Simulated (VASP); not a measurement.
# BaTiO3 (P4mm) in VASP: further runs

Runs on BaTiO3. Level: PBE. Tasks: single point.

All numbers are computed with VASP 6.6.1; they aren't measurements. Logs are shortened: lines on timing, memory, paths and dates and some standing lists are left out, and cuts for length are marked.

**1. The cell of the first run**

It takes space group P4mm (No. 99, tetragonal). The conventional cell has a = 3.926 Å, b = 3.926 Å, c = 4.265 Å, α = 90.00°, β = 90.00°, γ = 90.00°. Within 3.7 Å of Ba (site symmetry 4mm) lie 12 O at 2.78 to 3.00 Å and 8 Ti at 3.46 to 3.55 Å. Within 2.4 Å of Ti (site symmetry 4mm) lie 5 O at 1.84 to 1.97 Å. Within 2.4 Å of O (site symmetry 4mm) lie 1 Ti at 1.84 Å. Within 2.6 Å of O (site symmetry 2mm) lie 2 Ti at 1.97 Å.

**2. Single point, PBE (strain -0.015 along x and y, +0.015 along z)**

Input file INCAR:

```
SYSTEM = BaTiO3
PREC = Accurate
ENCUT = 520
EDIFF = 1E-6
ISMEAR = 0
SIGMA = 0.05
LREAL = .False.
LASPH = .True.
NELM = 80
ALGO = Normal
ISIF = 2
LWAVE = .False.
LCHARG = .False.
GGA = PE
NBANDS = 28
```

Input file KPOINTS:

```
regular mesh
0
Gamma
  8 8 6
  0 0 0
```

Input file POSCAR:

```
BaTiO3
1.0
    3.9255733564      0.0000000000      0.0000000000
    0.0000000000      3.9255733564      0.0000000000
    0.0000000000      0.0000000000      4.2648343547
Ba Ti O
1 1 3
Direct
    0.0000000000      0.0000000000      0.9863187693
    0.5000000000      0.5000000000      0.4690806688
    0.5000000000      0.5000000000      0.0378497747
    0.5000000000      0.0000000000      0.5173753936
    0.0000000000      0.5000000000      0.5173753936
```

Potentials or basis: VASP PAW PBE potentials, release 64 (Ba_sv, Ti_sv, O).

The run is started by

```sh
cat potpaw_PBE.64/Ba_sv/POTCAR potpaw_PBE.64/Ti_sv/POTCAR potpaw_PBE.64/O/POTCAR > POTCAR
mpirun -np 1 vasp_std > vasp.out
```

OUTCAR:

```text
SYSTEM = BaTiO3
   PREC = Accurate
   ENCUT = 520
   EDIFF = 1E-6
   ISMEAR = 0
   LREAL = .False.
   LASPH = .True.
   NELM = 80
   ISIF = 2
   GGA = PE

 ion  position               nearest neighbor table
   1  0.000  0.000  0.986-   3 2.78   3 2.78   3 2.78   3 2.78   5 2.80   5 2.80   4 2.80   4 2.80
                             4 3.00   5 3.00   5 3.00   4 3.00   2 3.46   2 3.46   2 3.46   2 3.46
   2  0.500  0.500  0.469-   3 1.84   4 1.97   5 1.97   4 1.97   5 1.97   3 2.43   1 3.46   1 3.46
                             1 3.46   1 3.46   1 3.55   1 3.55   1 3.55   1 3.55
   3  0.500  0.500  0.038-   2 1.84   2 2.43   1 2.78   1 2.78   1 2.78   1 2.78
   4  0.500  0.000  0.517-   2 1.97   2 1.97   1 2.80   1 2.80   1 3.00   1 3.00
   5  0.000  0.500  0.517-   2 1.97   2 1.97   1 2.80   1 2.80   1 3.00   1 3.00

  LATTYP: Found a simple tetragonal cell.
 ALAT       =     3.9255733564
 C/A-ratio  =     1.0864232986

  Lattice vectors:

 A1 = (   3.9255733564,   0.0000000000,   0.0000000000)
 A2 = (   0.0000000000,   3.9255733564,   0.0000000000)
 A3 = (   0.0000000000,   0.0000000000,   4.2648343547)

Analysis of symmetry for initial positions (statically):
=====================================================================
 Subroutine PRICEL returns:
 Original cell was already a primitive cell.

 Routine SETGRP: Setting up the symmetry group for a
 simple tetragonal supercell.

 Subroutine GETGRP returns: Found  8 space group operations
 (whereof  8 operations were pure point group operations)
 out of a pool of 16 trial point group operations.

The static configuration has the point symmetry C_4v.

Analysis of symmetry for dynamics (positions and initial velocities):
=====================================================================
 Subroutine PRICEL returns:
 Original cell was already a primitive cell.

 Routine SETGRP: Setting up the symmetry group for a
 simple tetragonal supercell.

 Subroutine GETGRP returns: Found  8 space group operations
 (whereof  8 operations were pure point group operations)
 out of a pool of 16 trial point group operations.

The dynamic configuration has the point symmetry C_4v.

 Subroutine INISYM returns: Found  8 space group operations
 (whereof  8 operations are pure point group operations),
 and found     1 'primitive' translations

[... 100 lines left out ...]
   EDIFF  = 0.1E-05   stopping-criterion for ELM
   LREAL  =      F    real-space projection
   EDIFFG = 0.1E-04   stopping-criterion for IOM
   NSW    =      0    number of steps for IOM
   IBRION =     -1    ionic relax: 0-MD 1-quasi-New 2-CG
   NFREE  =      0    steps in history (QN), initial steepest desc. (CG)
   ISIF   =      2    stress and relaxation
   ISYM   =      2    0-nonsym 1-usesym 2-fastsym
   POTIM  = 0.5000    time-step for ionic-motion
   TEBEG  =    0.0;   TEEND  =   0.0 temperature during run
   PSTRESS=    0.0 pullay stress
   NELECT =      40.0000    total number of electrons
   NUPDOWN=      -1.0000    fix difference up-down
   EMIN   =  10.00;   EMAX   =-10.00  energy-range for DOS
   EFERMI =   0.00;   METHOD = LEGACY
   ISMEAR =     0;   SIGMA  =   0.05  broadening in eV -4-tet -1-fermi 0-gaus
   EFERMI_NEDOS =   21; number of points for ismear=-14 and -15
   IALGO  =     38    algorithm
   IMIX   =      4    mixing-type and parameters
     AMIX     =   0.40;   BMIX     =  1.00
     AMIX_MAG =   1.60;   BMIX_MAG =  1.00
  volume/ion in A,a.u.               =      13.14        88.70
  Fermi-wavevector in a.u.,A,eV,Ry     =   1.387369  2.621748 26.188402  1.924793
  Thomas-Fermi vector in A             =   2.511597
   LORBIT       =      0    0 simple, 1 ext, 2 COOP (PROOUT), +10 PAW based schemes
   GGA     = PE    functional components
   LHFCALC =     F    Hartree Fock is set to
   AEXX    =    0.0000 exact exchange contribution
   IVDW    =     0    specifies the selected vdW correction
   LEPSILON=     F    determine dielectric tensor
   LRPA    =     F    only Hartree local field effects (RPA)
 non-spin polarized calculation
 Gauss-broadening in eV      SIGMA  =   0.05
  energy-cutoff  :      520.00
  volume of cell :       65.72
 maximum number of plane-waves:      1800
 NGX is ok and might be reduce to    30
   NGX = 15   NGY = 15   NGZ = 15

 number of electron      39.9999996 magnetization

 Free energy of the ion-electron system (eV)
  ---------------------------------------------------
  ext. energy  EPLUGINS =         0.00000000
  ---------------------------------------------------
  free energy    TOTEN  =       -39.99826966 eV

  energy without entropy =      -39.99826966  energy(sigma->0) =      -39.99826966

 E-fermi :   4.2199     XC(G=0): -11.1014

 val. band max:        3.9132577195   @ k =   0.5000   0.5000   0.5000
 cond. band min:       5.7190018948   @ k =   0.0000   0.0000   0.0000
 fundamental gap:      1.8057441753
 Fermi energy:         4.2198908759

 k-point     1 :       0.0000    0.0000    0.0000
  band No.  band energies     occupation
      1     -52.7246      2.00000
      2     -29.0506      2.00000
      3     -28.9362      2.00000
      4     -28.9362      2.00000
      5     -21.3018      2.00000
      6     -13.2113      2.00000
[... 733 lines left out ...]
     27      11.6455      0.00000
     28      12.1577      0.00000

 [... further k-points ...]

------------------------ aborting loop because EDIFF is reached ----------------------------------------

  FORCE on cell =-STRESS in cart. coord.  units (eV):
  Direction    XX          YY          ZZ          XY          YZ          ZX
  --------------------------------------------------------------------------------------
  -------------------------------------------------------------------------------------
  Total        2.5764682      2.5764682      0.3046143      0.0000000      0.0000000      0.0000000
  in kB       62.8097403     62.8097403      7.4259592      0.0000000      0.0000000      0.0000000
  external PRESSURE =      44.3484800 kB  Pullay stress =       0.0000000 kB

 VOLUME and BASIS-vectors are now :
 -----------------------------------------------------------------------------
  energy-cutoff  :      520.00
  volume of cell :       65.72
      direct lattice vectors                 reciprocal lattice vectors
     3.925573356  0.000000000  0.000000000     0.254739858  0.000000000  0.000000000
     0.000000000  3.925573356  0.000000000     0.000000000  0.254739858  0.000000000
     0.000000000  0.000000000  4.264834355     0.000000000  0.000000000  0.234475695

 POSITION                                       TOTAL-FORCE (eV/Angst)
 -----------------------------------------------------------------------------------
      0.00000      0.00000      4.20649         0.000000      0.000000      0.025229
      1.96279      1.96279      2.00055         0.000000     -0.000000     -0.286198
      1.96279      1.96279      0.16142         0.000000      0.000000      0.225347
      1.96279      0.00000      2.20652         0.000000      0.000000      0.017811
      0.00000      1.96279      2.20652        -0.000000      0.000000      0.017811
 -----------------------------------------------------------------------------------
    total drift:                                0.000000      0.000000      0.000610

  FREE ENERGIE OF THE ION-ELECTRON SYSTEM (eV)
  ---------------------------------------------------
  free  energy   TOTEN  =       -39.9982696550 eV

  energy  without entropy=      -39.9982696550  energy(sigma->0) =      -39.99826966
```

OSZICAR:

```text
N       E                     dE             d eps       ncg     rms          rms(c)
DAV:   1     0.441141028384E+03    0.44114E+03   -0.20868E+04  3360   0.154E+03
DAV:   2    -0.409726206155E+01   -0.44524E+03   -0.42468E+03  3828   0.428E+02
DAV:   3    -0.483917110923E+02   -0.44294E+02   -0.43869E+02  4592   0.135E+02
DAV:   4    -0.505738287197E+02   -0.21821E+01   -0.21771E+01  5100   0.252E+01
DAV:   5    -0.506351416791E+02   -0.61313E-01   -0.61306E-01  4460   0.337E+00    0.236E+01
DAV:   6    -0.402238324356E+02    0.10411E+02   -0.56661E+01  4936   0.680E+01    0.102E+01
DAV:   7    -0.401730216510E+02    0.50811E-01   -0.11337E+01  4532   0.249E+01    0.717E+00
DAV:   8    -0.399879498304E+02    0.18507E+00   -0.64150E-01  4112   0.748E+00    0.359E+00
DAV:   9    -0.400248033021E+02   -0.36853E-01   -0.34927E-01  4880   0.509E+00    0.158E+00
DAV:  10    -0.400012975539E+02    0.23506E-01   -0.13527E-01  4044   0.376E+00    0.518E-01
DAV:  11    -0.399987946455E+02    0.25029E-02   -0.11431E-02  4952   0.815E-01    0.208E-01
DAV:  12    -0.399982509855E+02    0.54366E-03   -0.24221E-03  4332   0.387E-01    0.384E-02
DAV:  13    -0.399982810065E+02   -0.30021E-04   -0.18910E-04  4128   0.106E-01    0.297E-02
DAV:  14    -0.399982693662E+02    0.11640E-04   -0.54737E-05  4444   0.678E-02    0.112E-02
DAV:  15    -0.399982699341E+02   -0.56794E-06   -0.13175E-05  4836   0.309E-02    0.484E-03
DAV:  16    -0.399982696550E+02    0.27908E-06   -0.11128E-06  2280   0.900E-03
   1 F= -.39998270E+02 E0= -.39998270E+02  d E =-.368518E-20
```

stdout:

```text
POSCAR found type information on POSCAR BaTiO
 POSCAR found :  3 types and       5 ions
 scaLAPACK will be used
 LDA part: xc-table for (Slater+PW92), standard interpolation
 POSCAR, INCAR and KPOINTS ok, starting setup
 FFT: planning ... GRIDC
 FFT: planning ... GRID_SOFT
 FFT: planning ... GRID
 WAVECAR not read
 entering main loop
```

It took 44 s on 1 thread of Intel Xeon 6975P-C (Granite Rapids), shared host; peak memory 0.25 GiB.

What came out:

| Quantity | Value |
| --- | --- |
| Free energy | -39.9983 eV |
| Pressure | 4.4 GPa |
| Largest force | 0.286 eV/Å |
| Band gap on the k mesh | 1.81 eV, indirect (least direct gap 2.43 eV) |

Forces on the atoms (eV/Å):
```
Ba   0.000  0.000  0.025
Ti   0.000  0.000 -0.286
O    0.000  0.000  0.225
O    0.000  0.000  0.018
O    0.000  0.000  0.018
```

Levels at points of the mesh, in eV from the valence-band top:
```csv
k point,band 18,band 19,band 20,band 21,band 22,band 23
"(0.00, 0.00, 0.00)",-1.03,-0.62,-0.62,1.81,2.41,2.41
"(0.50, 0.00, 0.00)",-1.85,-1.67,-1.40,2.50,3.53,3.60
"(0.50, 0.50, 0.00)",-1.07,-1.07,-0.05,3.64,3.64,3.95
"(0.00, 0.00, 0.50)",-2.05,-0.76,-0.76,1.91,3.33,3.33
"(0.50, 0.00, 0.50)",-1.33,-1.22,-0.64,3.35,3.58,3.69
"(0.50, 0.50, 0.50)",-0.55,-0.55,0.00,3.94,3.94,4.19
```

Caveat: the cell differs from its parent crystal (strain -0.015 along x and y, +0.015 along z); spin-orbit coupling is left out, which moves the levels of the heavy elements.

(Continued in part 2 of 2.)
